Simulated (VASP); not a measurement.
Wanted: the native input for a VASP 6.6.1 run.

```
Task                   : single point
Functional             : PBEsol
Potentials or basis    : VASP PAW PBE potentials, release 64 (Ta_pv, As)
Cutoff                 : 520 eV
k mesh                 : 11 × 11 × 11
Occupations            : fermi-dirac, width 0.05 eV
Spin                   : no spin polarisation
Dipole correction      : no
Further INCAR settings : ALGO = Normal; EDIFF = 1e-07; NBANDS = 24
```

The structure of TaAs lies in POSCAR:

```
TaAs
1.0
   -1.7144734917      1.7144734917      5.7918176274
    1.7144734917     -1.7144734917      5.7918176274
    1.7144734917      1.7144734917     -5.7918176274
Ta As
2 2
Direct
    0.5003200179      0.5003200179      0.0000000000
    0.2503200179      0.7503200179      0.5000000000
    0.0822794021      0.0822794021      0.0000000000
    0.8322794021      0.3322794021      0.5000000000
```

One way to write it, as run:

INCAR

```
ALGO = Normal
EDIFF = 1E-7
ENCUT = 520
GGA = PS
ISIF = 2
ISMEAR = -1
LASPH = T
LCHARG = T
LELF = T
LREAL = F
LVHAR = T
LWAVE = F
NBANDS = 24
NELM = 100
PREC = Accurate
SIGMA = 0.05
```

KPOINTS

```
k-points
0
Gamma
  11 11 11
```

Potentials or basis: VASP PAW PBE potentials, release 64 (Ta_pv, As).

Launch:

```console
$ cat potpaw_PBE.64/Ta_pv/POTCAR potpaw_PBE.64/As/POTCAR > POTCAR
$ mpirun -np 1 vasp_std > vasp.out
```

Results of the run:

- Pressure: 0.6 GPa
- Band gap on the k mesh: zero (bands 16 and 17 overlap by 0.02 eV)

Caveat: the PAW data sets were made with another functional, which shifts forces and pressure a little; spin-orbit coupling is left out, which moves the levels of the heavy elements.

Run time: 4.7 min on 1 thread of AMD EPYC 9R45 96-Core Processor (Zen 5) (shared host), peak memory 0.41 GiB.
